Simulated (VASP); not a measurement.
# Ag in VASP: further runs

The runs below take Ag through single point, with PBE.

Everything below comes from runs of VASP 6.6.1. Logs are shortened: lines on timing, memory, paths and dates and some standing lists are left out, and cuts for length are marked.

**1. The cell of the first run**

The cell holds a slab with vacuum, 6 atoms: a = 2.946 Å, b = 2.946 Å, c = 27.005 Å, α = 90.00°, β = 90.00°, γ = 120.00°.

**2. Single point, PBE**

Contents of INCAR:

```
PREC     = Accurate       # precision mode
ENCUT    = 520            # plane-wave cutoff, eV
EDIFF    = 1E-6           # SCF threshold, eV
ISMEAR   = -1             # smearing method
SIGMA    = 0.05           # smearing width, eV
LREAL    = False          # projectors in reciprocal space
LASPH    = True           # aspherical terms in the spheres
NELM     = 80             # most SCF steps
ALGO     = Normal         # electronic algorithm
ISIF     = 2              # what is computed and relaxed
LWAVE    = False          # write WAVECAR
LCHARG   = False          # write CHGCAR
LDIPOL   = True         
IDIPOL   = 3            
DIPOL    = 0.5 0.5 0.500
GGA      = PE             # functional
NBANDS   = 42             # bands
```

Contents of KPOINTS:

```
regular mesh
0
Gamma
  10 10 1
```

Contents of POSCAR:

```
Ag
1.0
    2.9460943265      0.0000000000      0.0000000000
   -1.4730471633      2.5513925288      0.0000000000
    0.0000000000      0.0000000000     27.0052091601
Ag
6
Direct
    0.0000000000      0.0000000000      0.2777241959
    0.6666666667      0.3333333333      0.3666062915
    0.3333333334      0.6666666667      0.4554883870
    0.6666666667      0.3333333333      0.5445116130
    0.3333333334      0.6666666667      0.6333937085
    0.0000000000      0.0000000000      0.7222758041
```

Potentials or basis: VASP PAW PBE potentials, release 64 (Ag).

Started as:

```
$ cat potpaw_PBE.64/Ag/POTCAR > POTCAR
$ mpirun -np 1 vasp_std > vasp.out
```

OUTCAR:

```text
PREC = Accurate
   ENCUT = 520
   EDIFF = 1E-6
   ISMEAR = -1
   LREAL = False
   LASPH = True
   NELM = 80
   ISIF = 2
   GGA = PE

 ion  position               nearest neighbor table
   1  0.000  0.000  0.278-   2 2.94   2 2.94   2 2.94
   2  0.667  0.333  0.367-   3 2.94   3 2.94   3 2.94   1 2.94   1 2.94   1 2.94
   3  0.333  0.667  0.455-   2 2.94   2 2.94   2 2.94   4 2.94   4 2.94   4 2.94
   4  0.667  0.333  0.545-   5 2.94   5 2.94   5 2.94   3 2.94   3 2.94   3 2.94
   5  0.333  0.667  0.633-   4 2.94   4 2.94   4 2.94   6 2.94   6 2.94   6 2.94
   6  0.000  0.000  0.722-   5 2.94   5 2.94   5 2.94

  LATTYP: Found a hexagonal cell.
 ALAT       =     2.9460943265
 C/A-ratio  =     9.1664441689

  Lattice vectors:

 A1 = (   2.9460943265,   0.0000000000,   0.0000000000)
 A2 = (  -1.4730471633,   2.5513925288,   0.0000000000)
 A3 = (   0.0000000000,   0.0000000000,  27.0052091601)

Analysis of symmetry for initial positions (statically):
=====================================================================
 Subroutine PRICEL returns:
 Original cell was already a primitive cell.

 Routine SETGRP: Setting up the symmetry group for a
 hexagonal supercell.

 Subroutine GETGRP returns: Found 12 space group operations
 (whereof 12 operations were pure point group operations)
 out of a pool of 24 trial point group operations.

The static configuration has the point symmetry D_3d.

Analysis of symmetry for dynamics (positions and initial velocities):
=====================================================================
 Subroutine PRICEL returns:
 Original cell was already a primitive cell.

 Routine SETGRP: Setting up the symmetry group for a
 hexagonal supercell.

 Subroutine GETGRP returns: Found 12 space group operations
 (whereof 12 operations were pure point group operations)
 out of a pool of 24 trial point group operations.

The dynamic configuration has the point symmetry D_3d.

 Subroutine INISYM returns: Found 12 space group operations
 (whereof 12 operations are pure point group operations),
 and found     1 'primitive' translations

----------------------------------------------------------------------------------------

                                     Primitive cell

  volume of cell :     202.9885

  direct lattice vectors                    reciprocal lattice vectors
     2.946094326  0.000000000  0.000000000     0.339432445  0.195971413  0.000000000
    -1.473047163  2.551392529  0.000000000     0.000000000  0.391942827  0.000000000
[... 90 lines left out ...]
   POTIM  = 0.5000    time-step for ionic-motion
   TEBEG  =    0.0;   TEEND  =   0.0 temperature during run
   PSTRESS=    0.0 pullay stress
   NELECT =      66.0000    total number of electrons
   NUPDOWN=      -1.0000    fix difference up-down
   EMIN   =  10.00;   EMAX   =-10.00  energy-range for DOS
   EFERMI =   0.00;   METHOD = LEGACY
   ISMEAR =    -1;   SIGMA  =   0.05  broadening in eV -4-tet -1-fermi 0-gaus
   EFERMI_NEDOS =   21; number of points for ismear=-14 and -15
   IALGO  =     38    algorithm
   IMIX   =      4    mixing-type and parameters
     AMIX     =   0.40;   BMIX     =  1.00
     AMIX_MAG =   1.60;   BMIX_MAG =  1.00
  volume/ion in A,a.u.               =      33.83       228.31
  Fermi-wavevector in a.u.,A,eV,Ry     =   1.125725  2.127312 17.242076  1.267257
  Thomas-Fermi vector in A             =   2.262403
   LORBIT       =      0    0 simple, 1 ext, 2 COOP (PROOUT), +10 PAW based schemes
   GGA     = PE    functional components
   LHFCALC =     F    Hartree Fock is set to
   AEXX    =    0.0000 exact exchange contribution
   IVDW    =     0    specifies the selected vdW correction
   LEPSILON=     F    determine dielectric tensor
   LRPA    =     F    only Hartree local field effects (RPA)
 non-spin polarized calculation
  energy-cutoff  :      520.00
  volume of cell :      202.99
 maximum number of plane-waves:      5565
 NGX is ok and might be reduce to    24
   NGX = 11   NGY = 11   NGZ =101

 number of electron      66.0000016 magnetization

 dipolmoment           0.000000      0.000000     -0.000000 electrons x Angstroem

 Free energy of the ion-electron system (eV)
  ---------------------------------------------------
  ext. energy  EPLUGINS =         0.00000000
  ---------------------------------------------------
  free energy    TOTEN  =       -15.53609349 eV

  energy without entropy =      -15.50554445  energy(sigma->0) =      -15.52081897

 E-fermi :   2.0133     XC(G=0):  -6.9466

 val. band max:        1.9936919191   @ k =   0.1000  -0.0000   0.0000
 cond. band min:       2.0269771102   @ k =   0.2000   0.1000   0.0000
 fundamental gap:      0.0332851911
 Fermi energy:         2.0132839608

 k-point     1 :       0.0000    0.0000    0.0000
  band No.  band energies     occupation
      1      -5.1124      2.00000
      2      -4.6515      2.00000
      3      -4.0547      2.00000
      4      -3.9351      2.00000
      5      -3.8074      2.00000
      6      -3.7466      2.00000
[... 619 lines left out ...]
     41       7.5281      0.00000
     42       8.4232      0.00000

------------------------ aborting loop because EDIFF is reached ----------------------------------------

 vacuum level on the upper side and lower side of the slab       (xc-potential included)        -0.244        -0.244

  FORCE on cell =-STRESS in cart. coord.  units (eV):
  Direction    XX          YY          ZZ          XY          YZ          ZX
  --------------------------------------------------------------------------------------
  -------------------------------------------------------------------------------------
  Total       -1.2879276     -1.2879276     -0.9838516      0.0000000      0.0000000      0.0000000
  in kB      -10.1655426    -10.1655426     -7.7654871      0.0000000      0.0000000      0.0000000
  external PRESSURE =      -9.3655241 kB  Pullay stress =       0.0000000 kB

 VOLUME and BASIS-vectors are now :
 -----------------------------------------------------------------------------
  energy-cutoff  :      520.00
  volume of cell :      202.99
      direct lattice vectors                 reciprocal lattice vectors
     2.946094326  0.000000000  0.000000000     0.339432445  0.195971413  0.000000000
    -1.473047163  2.551392529  0.000000000     0.000000000  0.391942827  0.000000000
     0.000000000  0.000000000 27.005209160     0.000000000  0.000000000  0.037029893

 POSITION                                       TOTAL-FORCE (eV/Angst)
 -----------------------------------------------------------------------------------
      0.00000      0.00000      7.50000         0.000000      0.000000      0.061066
      1.47305      0.85046      9.90028        -0.000000     -0.000000      0.045878
      0.00000      1.70093     12.30056         0.000000     -0.000000     -0.054415
      1.47305      0.85046     14.70465        -0.000000      0.000000      0.054415
      0.00000      1.70093     17.10493         0.000000      0.000000     -0.045878
      0.00000      0.00000     19.50521         0.000000      0.000000     -0.061066
 -----------------------------------------------------------------------------------
    total drift:                               -0.000000     -0.000000      0.000000

  FREE ENERGIE OF THE ION-ELECTRON SYSTEM (eV)
  ---------------------------------------------------
  free  energy   TOTEN  =       -15.5360934878 eV

  energy  without entropy=      -15.5055444526  energy(sigma->0) =      -15.52081897

 vacuum level on the upper side and lower side of the slab         6.314         6.314
```

stdout:

```text
POSCAR found type information on POSCAR Ag
 POSCAR found :  1 types and       6 ions
 scaLAPACK will be used
 LDA part: xc-table for (Slater+PW92), standard interpolation
 POSCAR, INCAR and KPOINTS ok, starting setup
 FFT: planning ... GRIDC
 FFT: planning ... GRID_SOFT
 FFT: planning ... GRID
 WAVECAR not read
 entering main loop
```

It took 2.9 min on 1 thread of Intel Xeon 6975P-C, shared host; peak memory 0.37 GiB.

Results:

| Property | Result |
| --- | --- |
| Free energy | -15.5361 eV |
| Largest force | 0.061 eV/Å |
| Band gap on the k mesh | zero (band 33 reaches 4.78 eV, above the bottom of band 34 at -0.97 eV) |

Forces in eV/Å, atoms in the order of the input:
```
Ag   0.000  0.000  0.061
Ag   0.000  0.000  0.046
Ag   0.000  0.000 -0.054
Ag   0.000  0.000  0.054
Ag   0.000  0.000 -0.046
Ag   0.000  0.000 -0.061
```

**3. Single point, PBE**

Contents of INCAR:

```
SYSTEM = Ag
PREC = Accurate ; ENCUT = 520
EDIFF = 1E-6 ; ISMEAR = -1
SIGMA = 0.05 ; LREAL = .False.
LASPH = .True. ; NELM = 60
ALGO = Normal ; ISIF = 2
LWAVE = .False. ; LCHARG = .False.
GGA = PE ; NBANDS = 42
```

Contents of KPOINTS:

```
Automatic mesh
0
Gamma
  10 10 1
  0 0 0
```

POSCAR is that of step 2.

Potentials or basis: VASP PAW PBE potentials, release 64 (Ag).

Started as:

```
$ cat potpaw_PBE.64/Ag/POTCAR > POTCAR
$ mpirun -np 1 vasp_std > vasp.out
```

It took 3.2 min on 1 thread of Intel Xeon 6975P-C, shared host; peak memory 0.37 GiB.

The run converged. Its results:

| Quantity | Value |
| --- | --- |
| Free energy | -15.5361 eV |
| Largest force | 0.061 eV/Å |
| Band gap on the k mesh | zero (band 33 reaches 4.78 eV, above the bottom of band 34 at -0.97 eV) |

Forces on the atoms (eV/Å):
```
Ag   0.000  0.000  0.061
Ag   0.000  0.000  0.046
Ag   0.000  0.000 -0.054
Ag   0.000  0.000  0.054
Ag   0.000  0.000 -0.046
Ag   0.000  0.000 -0.061
```

Levels at points of the mesh, in eV from the Fermi level:
```csv
k point,band 31,band 32,band 33,band 34,band 35,band 36,band 37,band 38
"(0.00, 0.00, 0.00)",-3.05,-3.05,-2.98,-2.98,-2.15,-0.42,0.27,3.97
"(0.50, 0.00, 0.00)",0.19,0.40,0.91,1.27,1.54,1.58,3.90,4.12
```

**4. Single point, PBE**

Contents of INCAR:

```
SYSTEM = Ag
  ALGO = Normal
  DIPOL = 0.5 0.5 0.500
  EDIFF = 1E-6
  ENCUT = 520
  GGA = PE
  IDIPOL = 3
  ISIF = 2
  ISMEAR = -1
  LASPH = .True.
  LCHARG = .False.
  LDIPOL = .True.
  LREAL = .False.
  LWAVE = .False.
  NBANDS = 42
  NELM = 60
  PREC = Accurate
  SIGMA = 0.05
```

Contents of KPOINTS:

```
k-points
0
Gamma
  10 10 1
  0 0 0
```

POSCAR is that of step 3.

Started as:

```
$ cat potpaw_PBE.64/Ag/POTCAR > POTCAR
$ mpirun -np 1 vasp_std > vasp.out
```

Wall time 99 s (1 thread of Intel Xeon 6975P-C (Granite Rapids), shared host); peak memory 0.36 GiB.

Results (log left out):

```
Free energy            : -15.5361 eV
Largest force          : 0.061 eV/Å
Band gap on the k mesh : zero (band 33 reaches 4.78 eV, above the bottom of band 34 at -0.97 eV)
```

Forces on the atoms (eV/Å):
```
Ag   0.000  0.000  0.061
Ag   0.000  0.000  0.046
Ag   0.000  0.000 -0.054
Ag   0.000  0.000  0.054
Ag   0.000  0.000 -0.046
Ag   0.000  0.000 -0.061
```

Levels at points of the mesh, in eV from the Fermi level:
| k point | band 30 | band 31 | band 32 | band 33 | band 34 | band 35 | band 36 | band 37 | band 38 | band 39 |
| --- | --- | --- | --- | --- | --- | --- | --- | --- | --- | --- |
| (0.00, 0.00, 0.00) | -3.26 | -3.05 | -3.05 | -2.98 | -2.98 | -2.15 | -0.42 | 0.27 | 3.97 | 4.10 |
| (0.50, 0.00, 0.00) | -2.71 | 0.19 | 0.40 | 0.91 | 1.27 | 1.54 | 1.58 | 3.90 | 4.12 | 4.89 |
